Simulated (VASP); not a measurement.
# AlCu (Cmmm) in VASP: notebook, part 2 of 2

VASP 6.6.1. Earlier steps stand in the parts before.

## 4. Single point, r2SCAN (strain +0.0250 x Voigt [0, 0, 0, 0, 0, 1])

The input, POSCAR:

```
AlCu
1.0
    2.9975090000      0.0374688625      0.0000000000
    0.0374688625      2.9975090000      0.0000000000
    0.0000000000      0.0000000000      2.9975090000
Al Cu
1 1
Direct
    0.0000000000      0.0000000000      0.0000000000
    0.5000000000      0.5000000000      0.5000000000
```

The input, INCAR.step1:

```
ALGO     = Normal         # electronic algorithm
EDIFF    = 1E-4           # SCF threshold, eV
ENCUT    = 520            # plane-wave cutoff, eV
GGA      = PE             # functional
ISMEAR   = 0              # smearing method
LASPH    = True           # aspherical terms in the spheres
LCHARG   = False          # write CHGCAR
LREAL    = False          # projectors in reciprocal space
LWAVE    = True           # write WAVECAR
NBANDS   = 14             # bands
NELM     = 100            # most SCF steps
PREC     = Accurate       # precision mode
SIGMA    = 0.15           # smearing width, eV
```

The input, INCAR.step2:

```
ALGO     = Normal         # electronic algorithm
EDIFF    = 1E-7           # SCF threshold, eV
ENCUT    = 520            # plane-wave cutoff, eV
ISIF     = 2              # what is computed and relaxed
ISMEAR   = 0              # smearing method
ISTART   = 1            
LASPH    = True           # aspherical terms in the spheres
LCHARG   = True           # write CHGCAR
LELF     = True           # ELF
LMIXTAU  = True         
LREAL    = False          # projectors in reciprocal space
LVHAR    = True         
LWAVE    = False          # write WAVECAR
METAGGA  = R2SCAN         # meta-GGA
NBANDS   = 14             # bands
NELM     = 100            # most SCF steps
PREC     = Accurate       # precision mode
SIGMA    = 0.15           # smearing width, eV
```

The input, KPOINTS:

```
k-points
0
Gamma
  16 16 16
```

Launch:

```bash
cat potpaw_PBE.64/Al/POTCAR potpaw_PBE.64/Cu/POTCAR > POTCAR
cp INCAR.step1 INCAR
mpirun -np 1 vasp_std > vasp.out
cp INCAR.step2 INCAR
mpirun -np 1 vasp_std > vasp.out
```

Run time: 17 min. Hardware: 1 thread of Oxide Virtual Turin-like, shared host; peak memory 0.32 GiB.

It converged, with:

```yaml
Free_energy: -17.8873 eV
Pressure: -4.8 GPa
Band_gap_on_the_k_mesh: zero (band 7 reaches 13.02 eV, above the bottom of band 8 at 8.14 eV)
```

Stress tensor (GPa, compression positive):
```
-4.75 -0.96  0.00
-0.96 -4.75  0.00
 0.00  0.00 -4.99
```

Levels at points of the mesh, in eV from the Fermi level:
```
           k point  band 5  band 6  band 7  band 8  band 9  band 10
(0.00, 0.00, 0.00)   -4.06   -4.04    3.97    4.06    4.18     6.43
(0.50, 0.00, 0.00)   -4.51   -4.01   -3.35    7.38    8.46     8.52
(0.50, 0.50, 0.00)   -4.20   -3.88   -3.72   -0.92   -0.02    10.89
(0.00, 0.00, 0.50)   -4.48   -4.01   -3.35    7.45    8.35     8.58
(0.50, 0.00, 0.50)   -4.04   -4.04   -3.72   -0.88   -0.07    10.85
(0.50, 0.50, 0.50)   -3.70    0.54    0.65    0.85    2.05     2.17
```

Caveat: the cell differs from its parent crystal (strain +0.0250 x Voigt [0, 0, 0, 0, 0, 1]); the PAW data sets were made with another functional, which shifts forces and pressure a little.

## 5. Single point, r2SCAN (strain +0.0050 x Voigt [0, 0, 0, 0, 0, 1])

The input, POSCAR:

```
AlCu
1.0
    2.9975090000      0.0074937725      0.0000000000
    0.0074937725      2.9975090000      0.0000000000
    0.0000000000      0.0000000000      2.9975090000
Al Cu
1 1
Direct
    0.0000000000      0.0000000000      0.0000000000
    0.5000000000      0.5000000000      0.5000000000
```

The input, INCAR.step1:

```
  PREC = Accurate
  ENCUT = 520
  ISMEAR = 0
  SIGMA = 0.15
  LREAL = False
  LASPH = True
  NELM = 100
  NBANDS = 14
  GGA = PE
  ALGO = Normal
  EDIFF = 1E-4
  LWAVE = True
  LCHARG = False
```

The input, INCAR.step2:

```
  PREC = Accurate
  ENCUT = 520
  EDIFF = 1E-6
  ISMEAR = 0
  SIGMA = 0.15
  LREAL = False
  LASPH = True
  NELM = 100
  ALGO = Normal
  ISIF = 2
  LWAVE = False
  LCHARG = False
  METAGGA = R2SCAN
  LMIXTAU = True
  NBANDS = 14
  ISTART = 1
```

The input, KPOINTS:

```
Automatic mesh
0
Gamma
  16 16 16
```

Potentials or basis: VASP PAW PBE potentials, release 64 (Al, Cu).

Launch:

```bash
cat potpaw_PBE.64/Al/POTCAR potpaw_PBE.64/Cu/POTCAR > POTCAR
cp INCAR.step1 INCAR
mpirun -np 1 vasp_std > vasp.out
cp INCAR.step2 INCAR
mpirun -np 1 vasp_std > vasp.out
```

OUTCAR:

```text
PREC = Accurate
   ENCUT = 520
   EDIFF = 1E-6
   ISMEAR = 0
   LREAL = False
   LASPH = True
   NELM = 100
   ISIF = 2
   METAGGA = R2SCAN
   ISTART = 1

 ion  position               nearest neighbor table
   1  0.000  0.000  0.000-   2 2.59   2 2.59   2 2.59   2 2.59   2 2.60   2 2.60   2 2.60   2 2.60

   2  0.500  0.500  0.500-   1 2.59   1 2.59   1 2.59   1 2.59   1 2.60   1 2.60   1 2.60   1 2.60

  LATTYP: Found a base centered orthorhombic cell.
 ALAT       =     4.2285200864
[... 601 lines left out ...]

  FORCE on cell =-STRESS in cart. coord.  units (eV):
  Direction    XX          YY          ZZ          XY          YZ          ZX
  --------------------------------------------------------------------------------------
  -------------------------------------------------------------------------------------
  Total       -0.8162559     -0.8162559     -0.8173595     -0.0271750      0.0000000      0.0000000
  in kB      -48.5577035    -48.5577035    -48.6233563     -1.6165944      0.0000000      0.0000000
  external PRESSURE =     -48.5795877 kB  Pullay stress =       0.0000000 kB

 VOLUME and BASIS-vectors are now :
 -----------------------------------------------------------------------------
  energy-cutoff  :      520.00
  volume of cell :       26.93
      direct lattice vectors                 reciprocal lattice vectors
     2.997509000  0.007493772  0.000000000     0.333612426 -0.000834031  0.000000000
     0.007493772  2.997509000  0.000000000    -0.000834031  0.333612426  0.000000000
     0.000000000  0.000000000  2.997509000     0.000000000  0.000000000  0.333610341

 POSITION                                       TOTAL-FORCE (eV/Angst)
 -----------------------------------------------------------------------------------
      0.00000      0.00000      0.00000         0.000000      0.000000      0.000000
      1.50250      1.50250      1.49875        -0.000000      0.000000      0.000000
 -----------------------------------------------------------------------------------
    total drift:                                0.000000      0.000000     -0.000000

  FREE ENERGIE OF THE ION-ELECTRON SYSTEM (eV)
  ---------------------------------------------------
  free  energy   TOTEN  =       -17.8889478475 eV

  energy  without entropy=      -17.8826632978  energy(sigma->0) =      -17.88580557
```

OSZICAR.step1:

```text
N       E                     dE             d eps       ncg     rms          rms(c)
DAV:   1     0.528617009600E+02    0.52862E+02   -0.60030E+03 18994   0.125E+03
DAV:   2    -0.745967906423E+01   -0.60321E+02   -0.54174E+02 19452   0.207E+02
DAV:   3    -0.958148179780E+01   -0.21218E+01   -0.20623E+01 24128   0.434E+01
DAV:   4    -0.961925708099E+01   -0.37775E-01   -0.37758E-01 22064   0.481E+00
DAV:   5    -0.962060036791E+01   -0.13433E-02   -0.13432E-02 27418   0.979E-01    0.121E+01
DAV:   6    -0.103139993958E+02   -0.69340E+00   -0.41323E+01 21882   0.155E+02    0.969E+00
DAV:   7    -0.781954135671E+01    0.24945E+01   -0.79320E+00 22652   0.723E+01    0.128E+00
DAV:   8    -0.778458711057E+01    0.34954E-01   -0.56435E-01 25420   0.170E+01    0.117E+00
DAV:   9    -0.776350375094E+01    0.21083E-01   -0.82861E-02 24140   0.657E+00    0.535E-02
DAV:  10    -0.776371125415E+01   -0.20750E-03   -0.14740E-03 27608   0.486E-01    0.736E-02
DAV:  11    -0.776360296223E+01    0.10829E-03   -0.36235E-04 13160   0.473E-01    0.101E-02
DAV:  12    -0.776360223442E+01    0.72780E-06   -0.23713E-05 10446   0.723E-02
   1 F= -.77636022E+01 E0= -.77601842E+01  d E =-.683598E-02
```

Wall time 13 min (1 thread of Oxide Virtual Turin-like, shared host); peak memory 0.32 GiB.

Results:

| Property | Result |
| --- | --- |
| Free energy | -17.8889 eV |
| Pressure | -4.9 GPa |
| Band gap on the k mesh | zero (band 7 reaches 13.10 eV, above the bottom of band 8 at 8.18 eV) |

Stress tensor (GPa, compression positive):
```
-4.86 -0.16  0.00
-0.16 -4.86  0.00
 0.00  0.00 -4.86
```

Levels at points of the mesh, in eV from the Fermi level:
```csv
k point,band 5,band 6,band 7,band 8,band 9,band 10
"(0.00, 0.00, 0.00)",-4.07,-4.06,4.04,4.06,4.08,6.42
"(0.50, 0.00, 0.00)",-4.52,-4.02,-3.35,7.43,8.45,8.45
"(0.50, 0.50, 0.00)",-4.08,-4.02,-3.73,-0.89,-0.08,10.90
"(0.00, 0.00, 0.50)",-4.51,-4.02,-3.35,7.44,8.43,8.48
"(0.50, 0.00, 0.50)",-4.05,-4.05,-3.73,-0.89,-0.09,10.90
"(0.50, 0.50, 0.50)",-3.71,0.65,0.68,0.71,2.16,2.19
```

Caveat: the cell differs from its parent crystal (strain +0.0050 x Voigt [0, 0, 0, 0, 0, 1]); the PAW data sets were made with another functional, which shifts forces and pressure a little.

## 6. Overview

```csv
cell,gap on the mesh (eV),pressure (GPa)
"a = 2.998 Å, angles 90.0, 90.0, 88.0°, 2 atoms",none,-4.7
"a = 2.998 Å, angles 90.0, 90.0, 89.4°, 2 atoms",none,-4.8
"a = 2.998 Å, angles 90.0, 90.0, 88.6°, 2 atoms",none,-4.8
"a = 2.998 Å, angles 90.0, 90.0, 89.7°, 2 atoms",none,-4.9
```

Alike in all rows: task single point; level r2SCAN; potentials or basis VASP PAW PBE potentials, release 64 (Al, Cu); no spin polarisation; k mesh 16 × 16 × 16; cutoff (eV) 520; smearing gaussian 0.15 eV.

Caveats: the PAW data sets were made with another functional, which shifts forces and pressure a little.

Absolute energies hang on the potentials; compare differences alone.
